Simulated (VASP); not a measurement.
# Mg3Al3Pd2 (Pm-3m) in VASP: a series of runs, part 3 of 3

VASP 6.6.1. The steps go on from the part before.

**6. Single point, PBE, collinear spin**

This run uses another cell than the first one, of 20.24 Å³/atom.

Contents of INCAR:

```
PREC = Accurate
ENCUT = 520
EDIFF = 1E-6
ISMEAR = 0
SIGMA = 0.1
LREAL = False
LASPH = True
NELM = 150
ALGO = Fast
ISIF = 2
LWAVE = False
LCHARG = False
ISPIN = 2
MAGMOM = 0 0 0 0 0 0 1 1
LORBIT = 11
LMAXMIX = 4
GGA = PE
NBANDS = 32
```

Contents of KPOINTS:

```
regular mesh
0
Gamma
  4 4 4
```

Contents of POSCAR:

```
Mg3Al3Pd2
1.0
    5.4505676268      0.0000000000      0.0000000000
    0.0000000000      5.4505676268      0.0000000000
    0.0000000000      0.0000000000      5.4505676268
Mg Al Pd
3 3 2
Direct
    0.5000000000      0.0000000000      0.0000000000
    0.0000000000      0.5000000000      0.0000000000
    0.0000000000      0.0000000000      0.5000000000
    0.0000000000      0.5000000000      0.5000000000
    0.5000000000      0.0000000000      0.5000000000
    0.5000000000      0.5000000000      0.0000000000
    0.0000000000      0.0000000000      0.0000000000
    0.5000000000      0.5000000000      0.5000000000
```

Potentials or basis: VASP PAW PBE potentials, release 64 (Mg, Al, Pd).

The run is started by

```console
> cat potpaw_PBE.64/Mg/POTCAR potpaw_PBE.64/Al/POTCAR potpaw_PBE.64/Pd/POTCAR > POTCAR
> mpirun -np 1 vasp_std > vasp.out
```

OUTCAR:

```text
PREC = Accurate
   ENCUT = 520
   EDIFF = 1E-6
   ISMEAR = 0
   LREAL = False
   LASPH = True
   NELM = 150
   ISIF = 2
   ISPIN = 2
   LORBIT = 11
   GGA = PE

 ion  position               nearest neighbor table
   1  0.500  0.000  0.000-   5 2.73   6 2.73   7 2.73   5 2.73   6 2.73   7 2.73
   2  0.000  0.500  0.000-   4 2.73   6 2.73   7 2.73   4 2.73   7 2.73   6 2.73
   3  0.000  0.000  0.500-   4 2.73   5 2.73   7 2.73   7 2.73   4 2.73   5 2.73
   4  0.000  0.500  0.500-   2 2.73   3 2.73   8 2.73   2 2.73   3 2.73   8 2.73
   5  0.500  0.000  0.500-   1 2.73   3 2.73   8 2.73   1 2.73   8 2.73   3 2.73
   6  0.500  0.500  0.000-   1 2.73   2 2.73   8 2.73   8 2.73   1 2.73   2 2.73
   7  0.000  0.000  0.000-   1 2.73   2 2.73   3 2.73   3 2.73   2 2.73   1 2.73
   8  0.500  0.500  0.500-   4 2.73   5 2.73   6 2.73   6 2.73   5 2.73   4 2.73

  LATTYP: Found a simple cubic cell.
 ALAT       =     5.4505676268

  Lattice vectors:

 A1 = (   5.4505676268,   0.0000000000,   0.0000000000)
 A2 = (   0.0000000000,   5.4505676268,   0.0000000000)
 A3 = (   0.0000000000,   0.0000000000,   5.4505676268)

Analysis of symmetry for initial positions (statically):
=====================================================================
 Subroutine PRICEL returns:
 Original cell was already a primitive cell.

[... 850 lines left out ...]
  volume of cell :      161.93
      direct lattice vectors                 reciprocal lattice vectors
     5.450567627  0.000000000  0.000000000     0.183467130  0.000000000  0.000000000
     0.000000000  5.450567627  0.000000000     0.000000000  0.183467130  0.000000000
     0.000000000  0.000000000  5.450567627     0.000000000  0.000000000  0.183467130

 POSITION                                       TOTAL-FORCE (eV/Angst)
 -----------------------------------------------------------------------------------
      2.72528      0.00000      0.00000         0.000000      0.000000      0.000000
      0.00000      2.72528      0.00000         0.000000      0.000000      0.000000
      0.00000      0.00000      2.72528         0.000000      0.000000      0.000000
      0.00000      2.72528      2.72528         0.000000      0.000000      0.000000
      2.72528      0.00000      2.72528         0.000000      0.000000      0.000000
      2.72528      2.72528      0.00000         0.000000      0.000000      0.000000
      0.00000      0.00000      0.00000         0.000000      0.000000      0.000000
      2.72528      2.72528      2.72528         0.000000      0.000000      0.000000
 -----------------------------------------------------------------------------------
    total drift:                                0.000000     -0.000000     -0.000000

  FREE ENERGIE OF THE ION-ELECTRON SYSTEM (eV)
  ---------------------------------------------------
  free  energy   TOTEN  =       -25.0321928610 eV

  energy  without entropy=      -25.0205308064  energy(sigma->0) =      -25.02636183

 total charge

# of ion       s       p       d       tot
------------------------------------------
    1        0.236   0.132   0.023   0.391
    2        0.236   0.132   0.023   0.391
    3        0.236   0.132   0.023   0.391
    4        0.508   0.279   0.000   0.788
    5        0.508   0.279   0.000   0.788
    6        0.508   0.279   0.000   0.788
    7        0.492   0.254   8.643   9.389
    8        0.463   0.334   8.571   9.368
--------------------------------------------------
tot          3.188   1.822  17.283  22.293

 magnetization (x)

# of ion       s       p       d       tot
------------------------------------------
    1        0.000   0.000  -0.000   0.000
    2        0.000   0.000  -0.000   0.000
    3        0.000   0.000  -0.000   0.000
    4        0.000   0.000   0.000   0.000
    5        0.000   0.000   0.000   0.000
    6        0.000   0.000   0.000   0.000
    7       -0.000  -0.000   0.000   0.000
    8       -0.000  -0.000   0.000   0.000
--------------------------------------------------
tot         -0.000  -0.000   0.000   0.000
```

stdout:

```text
POSCAR found type information on POSCAR MgAlPd
 POSCAR found :  3 types and       8 ions
 scaLAPACK will be used
 LDA part: xc-table for (Slater+PW92), standard interpolation
 POSCAR, INCAR and KPOINTS ok, starting setup
 FFT: planning ... GRIDC
 FFT: planning ... GRID_SOFT
 FFT: planning ... GRID
 WAVECAR not read
 entering main loop
```

Run time: 59 s. Hardware: 1 thread of Intel Xeon 6975P-C (Granite Rapids), shared host; peak memory 0.35 GiB.

Results:

| Item | Value |
| --- | --- |
| Free energy | -25.0322 eV |
| Pressure | 0.3 GPa |
| Net moment | 0.00 μB per cell |
| Valence electrons inside the program's atomic spheres | Mg 0.39; Al 0.79; Pd 9.39, 9.37 |

Levels at points of the mesh, in eV from the Fermi level:
Spin up:
```csv
k point,band 15,band 16,band 17,band 18,band 19,band 20
"(0.00, 0.00, 0.00)",-1.76,-1.02,-1.02,0.57,0.57,0.57
"(0.50, 0.00, 0.00)",-0.88,-0.88,-0.47,-0.47,-0.36,-0.21
"(0.50, 0.50, 0.00)",-0.83,-0.83,-0.28,0.26,0.68,0.68
"(0.50, 0.50, 0.50)",-1.93,-1.73,-1.73,-1.73,3.04,3.04
```
Spin down:
```
           k point  band 14  band 15  band 16  band 17  band 18  band 19  band 20  band 21
(0.00, 0.00, 0.00)    -2.24    -1.76    -1.02    -1.02     0.57     0.57     0.57     2.14
(0.50, 0.00, 0.00)    -1.09    -0.88    -0.88    -0.47    -0.47    -0.36    -0.21     2.24
(0.50, 0.50, 0.00)    -2.09    -0.83    -0.83    -0.28     0.26     0.68     0.68     0.85
(0.50, 0.50, 0.50)    -1.93    -1.93    -1.73    -1.73    -1.73     3.04     3.04     3.04
```

**7. Relaxation of cell and atoms, PBE**

This run uses another cell than the first one, of 20.24 Å³/atom.

Contents of INCAR:

```
SYSTEM = Mg3Al3Pd2
PREC     = Accurate       ! precision mode
ENCUT    = 600            ! plane-wave cutoff, eV
EDIFF    = 1E-7           ! SCF threshold, eV
ISMEAR   = 0              ! smearing method
SIGMA    = 0.1            ! smearing width, eV
LREAL    = .False.        ! projectors in reciprocal space
LASPH    = .True.         ! aspherical terms in the spheres
NELM     = 100            ! most SCF steps
ALGO     = Fast           ! electronic algorithm
ISIF     = 3              ! what is computed and relaxed
LWAVE    = .False.        ! write WAVECAR
LCHARG   = .False.        ! write CHGCAR
GGA      = PE             ! functional
IBRION   = 2              ! ionic algorithm
NSW      = 100            ! ionic steps
EDIFFG   = -0.01          ! ionic threshold
```

Contents of KPOINTS:

```
Automatic mesh
0
Gamma
  8 8 8
  0 0 0
```

POSCAR is that of step 6.

The run is started by

```console
> cat potpaw_PBE.64/Mg/POTCAR potpaw_PBE.64/Al/POTCAR potpaw_PBE.64/Pd/POTCAR > POTCAR
> mpirun -np 1 vasp_std > vasp.out
```

Run time: 2.5 min. Hardware: 1 thread of Intel Xeon 6975P-C (Granite Rapids), shared host; peak memory 0.44 GiB.

The run converged. Its results:

- Free energy: -24.8536 eV
- Relaxed volume: 20.44 Å³/atom
- Relaxed cell: a = 5.468 Å, b = 5.468 Å, c = 5.468 Å, α = 90.00°, β = 90.00°, γ = 90.00°
- Space group after relaxing (to 0.1 Å): Pm-3m (No. 221)
- Energy gained by relaxing: 0.3 meV/atom
- Ionic steps: 2
- Pressure after relaxing: 0.0 GPa
- Band gap on the k mesh: zero (an odd number of electrons rules out a gap without spin polarisation)

Step by step:
```csv
step,energy change (eV),largest force (eV/Å),pressure (GPa),volume (Å³)
1,0.0000,0.0000,0.53,161.93
2,-0.0025,0.0000,-0.03,163.49
```

Final structure:
```cif
data_structure
_symmetry_space_group_name_H-M 'P 1'
_symmetry_Int_Tables_number 1
_cell_length_a 5.4680
_cell_length_b 5.4680
_cell_length_c 5.4680
_cell_angle_alpha 90.000
_cell_angle_beta 90.000
_cell_angle_gamma 90.000
_cell_volume 163.49
loop_
_atom_site_label
_atom_site_type_symbol
_atom_site_fract_x
_atom_site_fract_y
_atom_site_fract_z
_atom_site_occupancy
Mg1 Mg 0.50000 0.00000 0.00000 1
Mg2 Mg 0.00000 0.50000 0.00000 1
Mg3 Mg 0.00000 0.00000 0.50000 1
Al1 Al 0.00000 0.50000 0.50000 1
Al2 Al 0.50000 0.00000 0.50000 1
Al3 Al 0.50000 0.50000 0.00000 1
Pd1 Pd 0.00000 0.00000 0.00000 1
Pd2 Pd 0.50000 0.50000 0.50000 1
```

Levels at points of the mesh, in eV from the Fermi level:
```
           k point  band 14  band 15  band 16  band 17  band 18  band 19  band 20  band 21
(0.00, 0.00, 0.00)    -2.28    -1.82    -1.07    -1.07     0.51     0.51     0.51     2.07
(0.50, 0.00, 0.00)    -1.13    -0.92    -0.92    -0.52    -0.52    -0.41    -0.28     2.18
(0.50, 0.50, 0.00)    -2.13    -0.89    -0.89    -0.30     0.20     0.62     0.62     0.79
(0.50, 0.50, 0.50)    -1.99    -1.99    -1.77    -1.77    -1.77     2.97     2.97     2.97
```

**8. The runs side by side**

| task | spin | cell | k mesh | cutoff (eV) | gap on the mesh (eV) | pressure (GPa) | relaxed volume (Å³/atom) |
| --- | --- | --- | --- | --- | --- | --- | --- |
| single point | off | a = 5.189 Å, 8 atoms | 4 × 4 × 4 | 520 | none | 11.8 | - |
| single point | off | a = 5.451 Å, 8 atoms | 4 × 4 × 4 | 520 | none | 0.3 | - |
| single point | off | a = 5.470 Å, 8 atoms | 8 × 8 × 8 | 520 | none | 0.0 | - |
| relaxation of cell and atoms | off | relaxed from a = 5.189 Å, 8 atoms | 4 × 4 × 4 | 600 | none | 0.1 | 20.31 |
| single point | collinear | a = 5.451 Å, 8 atoms | 4 × 4 × 4 | 520 | none | 0.3 | - |
| relaxation of cell and atoms | off | relaxed from a = 5.451 Å, 8 atoms | 8 × 8 × 8 | 600 | none | 0.0 | 20.44 |

Alike in all rows: level PBE; potentials or basis VASP PAW PBE potentials, release 64 (Mg, Al, Pd); smearing gaussian 0.1 eV.

Caveats: the cell stands under pressure (at least some runs); the volume moved by over 15 % at a fixed basis, so the end points are rough (at least some runs).

Absolute energies hang on the potentials; compare differences alone.
